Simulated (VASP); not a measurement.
A run of VASP 6.6.1 is set up as follows.

File INCAR:

```
PREC = Accurate
ENCUT = 520
EDIFF = 1E-6
ISMEAR = 0
SIGMA = 0.01
LREAL = False
LASPH = True
NELM = 100
ALGO = Normal
ISIF = 2
LWAVE = False
LCHARG = False
GGA = PE
NBANDS = 12
```

Contents of KPOINTS:

```
Automatic mesh
0
Gamma
  8 8 8
```

Contents of POSCAR:

```
LiF
1.0
    0.0000000000      2.0335339289      2.0335339289
    2.0335339289      0.0000000000      2.0335339289
    2.0335339289      2.0335339289      0.0000000000
Li F
1 1
Direct
    0.0000000000      0.0000000000      0.0000000000
    0.5000000000      0.5000000000      0.5000000000
```

Potentials or basis: VASP PAW PBE potentials, release 64 (Li_sv, F).

Command:

```bash
$ cat potpaw_PBE.64/Li_sv/POTCAR potpaw_PBE.64/F/POTCAR > POTCAR
$ mpirun -np 1 vasp_std > vasp.out
```

(1) Predict the band gap on the k mesh.

Answers

(1) 8.83 eV, direct.
